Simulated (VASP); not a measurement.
# ZnRe (P1) in VASP: notebook

ZnRe is run at these levels: revPBE; tasks: single point.

All numbers are computed with VASP 6.6.1; they aren't measurements. Logs are shortened: lines on timing, memory, paths and dates and some standing lists are left out, and cuts for length are marked.

**1. The cell of the first run**

The typed cell holds 2 atoms: a = 2.759 Å, b = 2.732 Å, c = 4.514 Å, α = 90.09°, β = 90.11°, γ = 119.84°.

**2. Single point, revPBE**

Contents of INCAR:

```
SYSTEM = ZnRe
  PREC = Accurate
  ENCUT = 500
  EDIFF = 1E-6
  ISMEAR = -1
  SIGMA = 0.02
  LREAL = .FALSE.
  LASPH = .TRUE.
  NELM = 120
  ALGO = Normal
  ISIF = 2
  LWAVE = .FALSE.
  LCHARG = .TRUE.
  GGA = RE
  LELF = .TRUE.
  LVHAR = .TRUE.
  NBANDS = 20
  GGA_COMPAT = .FALSE.
```

Contents of KPOINTS:

```
regular mesh
0
G
  8 8 5
  0 0 0
```

Contents of POSCAR:

```
ZnRe
1.0
    2.7590400000      0.0114900000     -0.0027400000
   -1.3695700000      2.3643500000     -0.0020500000
   -0.0044800000     -0.0064700000      4.5135400000
Zn Re
1 1
Direct
    0.0077500000      0.0130000000      0.0514000000
    0.3758500000      0.7058400000      0.5251400000
```

Potentials or basis: VASP PAW PBE potentials, release 64 (Zn, Re_sv_GW).

On the command line:

```sh
> cat potpaw_PBE.64/Zn/POTCAR potpaw_PBE.64/Re_sv_GW/POTCAR > POTCAR
> mpirun -np 1 vasp_std > vasp.out
```

OUTCAR:

```text
SYSTEM = ZnRe
   PREC = Accurate
   ENCUT = 500
   EDIFF = 1E-6
   ISMEAR = -1
   LREAL = .FALSE.
   LASPH = .TRUE.
   NELM = 120
   ISIF = 2
   GGA = RE

 ion  position               nearest neighbor table
   1  0.008  0.013  0.051-   2 2.62   2 2.67   2 2.69   2 2.81   2 2.87   2 2.89
   2  0.376  0.706  0.525-   1 2.62   1 2.67   1 2.69   1 2.81   1 2.87   1 2.89

  LATTYP: Found a triclinic cell.
 ALAT       =     2.7523200269
 B/A-ratio  =     0.9927536404
 C/A-ratio  =     1.6399062669
 COS(alpha) =     0.0014931377
 COS(beta)  =     0.0034788153
 COS(gamma) =     0.4939051528

  Lattice vectors:

 A1 = (  -1.3894700000,  -2.3758400000,   0.0047900000)
 A2 = (   1.3695700000,  -2.3643500000,   0.0020500000)
 A3 = (  -0.0044800000,  -0.0064700000,   4.5135400000)

Analysis of symmetry for initial positions (statically):
=====================================================================
 Subroutine PRICEL returns:
 Original cell was already a primitive cell.

 Routine SETGRP: Setting up the symmetry group for a
 triclinic supercell.

 Subroutine GETGRP returns: Found  1 space group operations
 (whereof  1 operations were pure point group operations)
 out of a pool of  2 trial point group operations.

The static configuration has the point symmetry C_1 .

Analysis of symmetry for dynamics (positions and initial velocities):
=====================================================================
 Subroutine PRICEL returns:
 Original cell was already a primitive cell.

 Routine SETGRP: Setting up the symmetry group for a
 triclinic supercell.

 Subroutine GETGRP returns: Found  1 space group operations
 (whereof  1 operations were pure point group operations)
 out of a pool of  2 trial point group operations.

The dynamic configuration has the point symmetry C_1 .

 Subroutine INISYM returns: Found  1 space group operations
 (whereof  1 operations are pure point group operations),
 and found     1 'primitive' translations

----------------------------------------------------------------------------------------

                                     Primitive cell

  volume of cell :      29.5143

  direct lattice vectors                    reciprocal lattice vectors
     2.759040000  0.011490000 -0.002740000     0.361573331  0.209445022  0.000659119
    -1.369570000  2.364350000 -0.002050000    -0.001756535  0.421932260  0.000603081
    -0.004480000 -0.006470000  4.513540000     0.000218700  0.000318783  0.221556260

  length of vectors
     2.759065285  2.732375726  4.513546861     0.417855149  0.421936347  0.221556597

  position of ions in fractional coordinates (direct lattice)
     0.007750000  0.013000000  0.051400000
     0.375850000  0.705840000  0.525140000

  ion indices of the primitive-cell ions
   primitive index   ion index
                 1           1
                 2           2

----------------------------------------------------------------------------------------

 KPOINTS: regular mesh

Automatic generation of k-mesh.
 Grid dimensions read from file:
 generate k-points for:    8    8    5

 Generating k-lattice:

  Cartesian coordinates                     Fractional coordinates (reciprocal lattice)
     0.045196666  0.026180628  0.000082390     0.125000000 -0.000000000 -0.000000000
    -0.000219567  0.052741533  0.000075385    -0.000000000  0.125000000  0.000000000
     0.000043740  0.000063757  0.044311252     0.000000000 -0.000000000  0.200000000

  Length of vectors
     0.052231894  0.052742043  0.044311319

  Shift w.r.t. Gamma in fractional coordinates (k-lattice)
     0.000000000  0.000000000  0.000000000

 Subroutine IBZKPT returns following result:
 ===========================================

 Found    162 irreducible k-points:

 Following reciprocal coordinates:
            Coordinates               Weight
  0.000000  0.000000  0.000000      1.000000
  0.125000 -0.000000  0.000000      2.000000
  0.250000 -0.000000  0.000000      2.000000
  0.375000 -0.000000 -0.000000      2.000000
  0.500000 -0.000000  0.000000      1.000000
  0.000000  0.125000  0.000000      2.000000
[... 16 lines left out ...]
  0.125000  0.375000  0.000000      2.000000
  0.250000  0.375000  0.000000      2.000000
 [... further k-points ...]
   k-points           NKPTS =    162   k-points in BZ     NKDIM =    162   number of bands    NBANDS=     20
   number of dos      NEDOS =    301   number of ions     NIONS =      2
   total plane-waves  NPLWV =  14400
   dimension x,y,z NGX =    20 NGY =   20 NGZ =   36
   dimension x,y,z NGXF=    40 NGYF=   40 NGZF=   72
   ions per type =               1   1
   NGX,Y,Z   is equivalent  to a cutoff of  12.05, 12.17, 13.26 a.u.
   NGXF,Y,Z  is equivalent  to a cutoff of  24.10, 24.34, 26.52 a.u.
 SYSTEM =  ZnRe
   PREC   = accura    normal or accurate (medium, high low for compatibility)
   ISTART =      0    job   : 0-new  1-cont  2-samecut
   ICHARG =      2    charge: 1-file 2-atom 10-const
[... 34 lines left out ...]
   IVDW    =     0    specifies the selected vdW correction
   LEPSILON=     F    determine dielectric tensor
   LRPA    =     F    only Hartree local field effects (RPA)
 non-spin polarized calculation
  energy-cutoff  :      500.00
  volume of cell :       29.51
 maximum number of plane-waves:       766
   NGX = 11   NGY =  9   NGZ = 17

 number of electron      26.9999998 magnetization

 Free energy of the ion-electron system (eV)
  ---------------------------------------------------
  ext. energy  EPLUGINS =         0.00000000
  ---------------------------------------------------
  free energy    TOTEN  =       -13.76610792 eV

  energy without entropy =      -13.76385085  energy(sigma->0) =      -13.76497938

 E-fermi :   8.1085     XC(G=0): -12.9390

 val. band max:        8.0978692129   @ k =   0.3750  -0.1250   0.4000
 cond. band min:       8.1095124900   @ k =   0.0000   0.5000   0.4000
 fundamental gap:      0.0116432772
 Fermi energy:         8.1085218551

 k-point     1 :       0.0000    0.0000    0.0000
  band No.  band energies     occupation
      1     -72.0256      2.00000
      2     -33.9893      2.00000
      3     -33.3355      2.00000
      4     -33.3177      2.00000
      5      -2.0699      2.00000
      6       0.2333      2.00000
[... 12 lines left out ...]
     19      25.0103      0.00000
     20      25.4327      0.00000

 k-point     2 :       0.1250   -0.0000    0.0000
  band No.  band energies     occupation
      1     -72.0149      2.00000
      2     -33.9700      2.00000
      3     -33.4736      2.00000
      4     -33.3490      2.00000
      5      -1.5715      2.00000
      6       0.3859      2.00000
[... 12 lines left out ...]
     19      23.3659      0.00000
     20      23.6403      0.00000

 k-point     3 :       0.2500   -0.0000    0.0000
  band No.  band energies     occupation
      1     -71.9890      2.00000
      2     -33.9241      2.00000
      3     -33.7975      2.00000
      4     -33.4233      2.00000
      5      -0.3038      2.00000
      6       0.5354      2.00000
[... 12 lines left out ...]
     19      20.9332      0.00000
     20      23.1035      0.00000

 k-point     4 :       0.3750   -0.0000   -0.0000
  band No.  band energies     occupation
      1     -71.9628      2.00000
      2     -34.1096      2.00000
      3     -33.8772      2.00000
      4     -33.4961      2.00000
      5       0.2303      2.00000
      6       0.6223      2.00000
[... 12 lines left out ...]
     19      19.1115      0.00000
     20      21.2424      0.00000

 k-point     5 :       0.5000   -0.0000    0.0000
  band No.  band energies     occupation
      1     -71.9517      2.00000
      2     -34.2352      2.00000
      3     -33.8574      2.00000
      4     -33.5264      2.00000
      5       0.1944      2.00000
      6       0.5302      2.00000
[... 12 lines left out ...]
     19      18.2855      0.00000
     20      19.4047      0.00000
[... 353 lines left out ...]
      6       0.5739      2.00000
[... 12 lines left out ...]
     19      19.2977      0.00000
     20      24.0333      0.00000

 k-point    22 :       0.0000    0.3750    0.0000
  band No.  band energies     occupation
      1     -71.9585      2.00000
      2     -34.1221      2.00000
      3     -33.8713      2.00000
      4     -33.5269      2.00000
      5       0.2127      2.00000
      6       0.5865      2.00000
[... 12 lines left out ...]
     19      18.7635      0.00000
     20      21.5226      0.00000

 k-point    23 :       0.1250    0.3750    0.0000
  band No.  band energies     occupation
      1     -71.9479      2.00000
      2     -34.1782      2.00000
      3     -33.8522      2.00000
      4     -33.6342      2.00000
      5       0.3097      2.00000
      6       0.5343      2.00000
[... 12 lines left out ...]
     19      16.0062      0.00000
     20      20.8213      0.00000

 k-point    24 :       0.2500    0.3750    0.0000
  band No.  band energies     occupation
      1     -71.9403      2.00000
      2     -34.0905      2.00000
      3     -33.8396      2.00000
      4     -33.8375      2.00000
      5       0.5504      2.00000
      6       0.5710      2.00000
[... 12 lines left out ...]
     19      19.2042      0.00000
     20      19.5479      0.00000

 [... further k-points ...]
[... 5 lines left out ...]
  --------------------------------------------------------------------------------------
  -------------------------------------------------------------------------------------
  Total        0.1819699      0.4696626     -0.0518854     -0.1683443     -0.0311479     -0.0445832
  in kB        9.8782023     25.4955533     -2.8165909     -9.1385395     -1.6908603     -2.4201929
  external PRESSURE =      10.8523883 kB  Pullay stress =       0.0000000 kB

 VOLUME and BASIS-vectors are now :
 -----------------------------------------------------------------------------
  energy-cutoff  :      500.00
  volume of cell :       29.51
      direct lattice vectors                 reciprocal lattice vectors
     2.759040000  0.011490000 -0.002740000     0.361573331  0.209445022  0.000659119
    -1.369570000  2.364350000 -0.002050000    -0.001756535  0.421932260  0.000603081
    -0.004480000 -0.006470000  4.513540000     0.000218700  0.000318783  0.221556260

 POSITION                                       TOTAL-FORCE (eV/Angst)
 -----------------------------------------------------------------------------------
      0.00335      0.03049      0.23195         0.116255      0.104751     -1.144086
      0.06794      1.66977      2.36776        -0.116255     -0.104751      1.144086
 -----------------------------------------------------------------------------------
    total drift:                                0.000211     -0.000068      0.001032

  FREE ENERGIE OF THE ION-ELECTRON SYSTEM (eV)
  ---------------------------------------------------
  free  energy   TOTEN  =       -13.7661079178 eV

  energy  without entropy=      -13.7638508506  energy(sigma->0) =      -13.76497938
```

Wall time 31 s (1 thread of Intel Xeon 6975P-C (Granite Rapids), shared host); peak memory 0.22 GiB.

Results:

```yaml
Free_energy: -13.7661 eV
Pressure: 1.1 GPa
Largest_force: 1.155 eV/Å
Band_gap_on_the_k_mesh: zero (an odd number of electrons rules out a gap without spin polarisation)
```

Forces in eV/Å, atoms in the order of the input:
```
Zn   0.116  0.105 -1.144
Re  -0.116 -0.105  1.144
```

Caveat: the PAW data sets were made with another functional, which shifts forces and pressure a little; spin-orbit coupling is left out, which moves the levels of the heavy elements.

**3. Single point, revPBE**

Contents of INCAR:

```
SYSTEM = ZnRe
PREC     = Accurate       ! precision mode
ENCUT    = 500            ! plane-wave cutoff, eV
EDIFF    = 1E-6           ! SCF threshold, eV
ISMEAR   = -1             ! smearing method
SIGMA    = 0.02           ! smearing width, eV
LREAL    = .FALSE.        ! projectors in reciprocal space
LASPH    = .TRUE.         ! aspherical terms in the spheres
NELM     = 120            ! most SCF steps
ALGO     = Normal         ! electronic algorithm
ISIF     = 2              ! what is computed and relaxed
LWAVE    = .FALSE.        ! write WAVECAR
LCHARG   = .FALSE.        ! write CHGCAR
GGA      = RE             ! functional
NBANDS   = 20             ! bands
GGA_COMPAT= .FALSE.
```

Contents of KPOINTS:

```
Automatic mesh
0
G
  8 8 5
  0 0 0
```

POSCAR, as its differences from that of step 2:

```diff
@@ -8,3 +8,3 @@
 Direct
-    0.0077500000      0.0130000000      0.0514000000
+    0.0149814666      0.0129648693      0.0514043740
     0.3758500000      0.7058400000      0.5251400000
```

Potentials or basis: VASP PAW PBE potentials, release 64 (Zn, Re_sv_GW).

On the command line:

```sh
> cat potpaw_PBE.64/Zn/POTCAR potpaw_PBE.64/Re_sv_GW/POTCAR > POTCAR
> mpirun -np 1 vasp_std > vasp.out
```

Wall time 32 s (1 thread of Intel Xeon 6975P-C (Granite Rapids), shared host); peak memory 0.22 GiB.

It converged, with:

| Quantity | Value |
| --- | --- |
| Free energy | -13.7680 eV |
| Pressure | 1.1 GPa |
| Largest force | 1.149 eV/Å |
| Band gap on the k mesh | zero (an odd number of electrons rules out a gap without spin polarisation) |

Forces in eV/Å, atoms in the order of the input:
```
Zn   0.075  0.101 -1.142
Re  -0.075 -0.101  1.142
```

Stress tensor (GPa, compression positive):
```
 0.99 -0.96 -0.08
-0.96  2.56 -0.15
-0.08 -0.15 -0.38
```

Levels at points of the mesh, in eV from the Fermi level:
```csv
k point,band 12,band 13,band 14,band 15,band 16,band 17
"(0.00, 0.00, 0.00)",-1.50,-1.31,-1.07,1.76,1.82,4.67
"(0.50, 0.00, 0.00)",-3.26,-1.59,0.89,4.20,4.94,6.36
"(0.00, 0.50, 0.00)",-3.09,-1.51,0.77,4.26,5.03,6.06
"(0.50, 0.50, 0.00)",-3.16,-1.51,0.79,4.24,5.00,6.24
```

Caveat: the PAW data sets were made with another functional, which shifts forces and pressure a little; spin-orbit coupling is left out, which moves the levels of the heavy elements.

**4. Single point, revPBE**

This run uses another cell than the first one, of 14.83 Å³/atom.

Contents of INCAR:

```
SYSTEM = ZnRe
PREC     = Accurate       ! precision mode
ENCUT    = 500            ! plane-wave cutoff, eV
EDIFF    = 1E-6           ! SCF threshold, eV
ISMEAR   = -1             ! smearing method
SIGMA    = 0.02           ! smearing width, eV
LREAL    = .False.        ! projectors in reciprocal space
LASPH    = .True.         ! aspherical terms in the spheres
NELM     = 120            ! most SCF steps
ALGO     = Normal         ! electronic algorithm
ISIF     = 2              ! what is computed and relaxed
LWAVE    = .False.        ! write WAVECAR
LCHARG   = .False.        ! write CHGCAR
GGA      = RE             ! functional
NBANDS   = 20             ! bands
GGA_COMPAT= .False.
```

Contents of KPOINTS:

```
Automatic mesh
0
Gamma
  8 8 5
  0 0 0
```

Contents of POSCAR:

```
ZnRe
1.0
    2.7636307572      0.0115091182     -0.0027445591
   -1.3718488228      2.3682840339     -0.0020534110
   -0.0044874543     -0.0064807654      4.5210500638
Zn Re
1 1
Direct
    0.0077500000      0.0130000000      0.0514000000
    0.3758500000      0.7058400000      0.5251400000
```

On the command line:

```sh
> cat potpaw_PBE.64/Zn/POTCAR potpaw_PBE.64/Re_sv_GW/POTCAR > POTCAR
> mpirun -np 1 vasp_std > vasp.out
```

Run time: 46 s. Hardware: 1 thread of Intel Xeon Platinum 8488C (Sapphire Rapids), shared host; peak memory 0.22 GiB.

Results (log left out):

| Property | Result |
| --- | --- |
| Free energy | -13.7677 eV |
| Pressure | 0.0 GPa |
| Largest force | 1.130 eV/Å |
| Band gap on the k mesh | zero (an odd number of electrons rules out a gap without spin polarisation) |

Forces on the atoms (eV/Å):
```
Zn   0.115  0.103 -1.120
Re  -0.115 -0.103  1.120
```

Stress tensor (GPa, compression positive):
```
-0.16 -0.91 -0.24
-0.91  1.39 -0.17
-0.24 -0.17 -1.20
```

Levels at points of the mesh, in eV from the Fermi level:
| k point | band 11 | band 12 | band 13 | band 14 | band 15 | band 16 | band 17 | band 18 |
| --- | --- | --- | --- | --- | --- | --- | --- | --- |
| (0.00, 0.00, 0.00) | -4.95 | -1.49 | -1.30 | -1.06 | 1.75 | 1.81 | 4.63 | 13.97 |
| (0.50, 0.00, 0.00) | -4.03 | -3.25 | -1.58 | 0.89 | 4.17 | 4.90 | 6.37 | 6.70 |
| (0.00, 0.50, 0.00) | -3.81 | -3.07 | -1.51 | 0.75 | 4.22 | 5.00 | 6.04 | 6.72 |
| (0.50, 0.50, 0.00) | -3.88 | -3.12 | -1.52 | 0.78 | 4.20 | 4.97 | 6.16 | 6.71 |

Caveat: the PAW data sets were made with another functional, which shifts forces and pressure a little; spin-orbit coupling is left out, which moves the levels of the heavy elements.

**5. Single point, revPBE**

Contents of INCAR:

```
PREC     = Accurate       # precision mode
ENCUT    = 500            # plane-wave cutoff, eV
EDIFF    = 1E-6           # SCF threshold, eV
ISMEAR   = -1             # smearing method
SIGMA    = 0.02           # smearing width, eV
LREAL    = F              # projectors in reciprocal space
LASPH    = T              # aspherical terms in the spheres
NELM     = 120            # most SCF steps
ALGO     = Normal         # electronic algorithm
ISIF     = 2              # what is computed and relaxed
LWAVE    = F              # write WAVECAR
LCHARG   = F              # write CHGCAR
GGA      = RE             # functional
NBANDS   = 20             # bands
GGA_COMPAT= F
```

Contents of KPOINTS:

```
Automatic mesh
0
Gamma
  8 8 5
```

Contents of POSCAR:

```
ZnRe
1.0
    2.7590400000      0.0114900000     -0.0027400000
   -1.3695700000      2.3643500000     -0.0020500000
   -0.0044800000     -0.0064700000      4.5135400000
Zn Re
1 1
Direct
    0.0059421333      0.0130087827      0.0513989065
    0.3758500000      0.7058400000      0.5251400000
```

On the command line:

```sh
> cat potpaw_PBE.64/Zn/POTCAR potpaw_PBE.64/Re_sv_GW/POTCAR > POTCAR
> mpirun -np 1 vasp_std > vasp.out
```

Wall time 76 s (1 thread of Intel Xeon Platinum 8259CL at 2.50GHz (Skylake/Cascade Lake), shared host); peak memory 0.22 GiB.

The run converged. Its results:

```
Free energy            : -13.7655 eV
Pressure               : 1.1 GPa
Largest force          : 1.157 eV/Å
Band gap on the k mesh : zero (an odd number of electrons rules out a gap without spin polarisation)
```

Forces on the atoms (eV/Å):
```
Zn   0.127  0.106 -1.145
Re  -0.127 -0.106  1.145
```

Stress tensor (GPa, compression positive):
```
 0.99 -0.90 -0.28
-0.90  2.54 -0.18
-0.28 -0.18 -0.25
```

Levels at points of the mesh, in eV from the Fermi level:
```tsv
k point	band 11	band 12	band 13	band 14	band 15	band 16	band 17	band 18
(0.00, 0.00, 0.00)	-4.98	-1.50	-1.31	-1.07	1.76	1.82	4.67	13.98
(0.50, 0.00, 0.00)	-4.06	-3.27	-1.58	0.89	4.20	4.93	6.41	6.74
(0.00, 0.50, 0.00)	-3.84	-3.09	-1.51	0.76	4.25	5.03	6.06	6.75
(0.50, 0.50, 0.00)	-3.90	-3.14	-1.52	0.79	4.23	5.01	6.17	6.73
```

Caveat: the PAW data sets were made with another functional, which shifts forces and pressure a little; spin-orbit coupling is left out, which moves the levels of the heavy elements.

**6. The runs side by side**

| cell | gap on the mesh (eV) | pressure (GPa) | largest force (eV/Å) |
| --- | --- | --- | --- |
| a = 2.759, b = 2.732, c = 4.514 Å, angles 90.1, 90.1, 119.8°, 2 atoms, atomic positions A | none | 1.1 | 1.16 |
| a = 2.759, b = 2.732, c = 4.514 Å, angles 90.1, 90.1, 119.8°, 2 atoms, atomic positions B | none | 1.1 | 1.15 |
| a = 2.764, b = 2.737, c = 4.521 Å, angles 90.1, 90.1, 119.8°, 2 atoms, atomic positions A | none | 0.0 | 1.13 |

Alike in all rows: task single point; level revPBE; potentials or basis VASP PAW PBE potentials, release 64 (Zn, Re_sv_GW); no spin polarisation; k mesh 8 × 8 × 5; cutoff (eV) 500; smearing fermi-dirac 0.02 eV.

Caveats: the PAW data sets were made with another functional, which shifts forces and pressure a little; spin-orbit coupling is left out, which moves the levels of the heavy elements.

Total energies depend on the potentials used, so only differences within one code and one set of settings carry meaning.
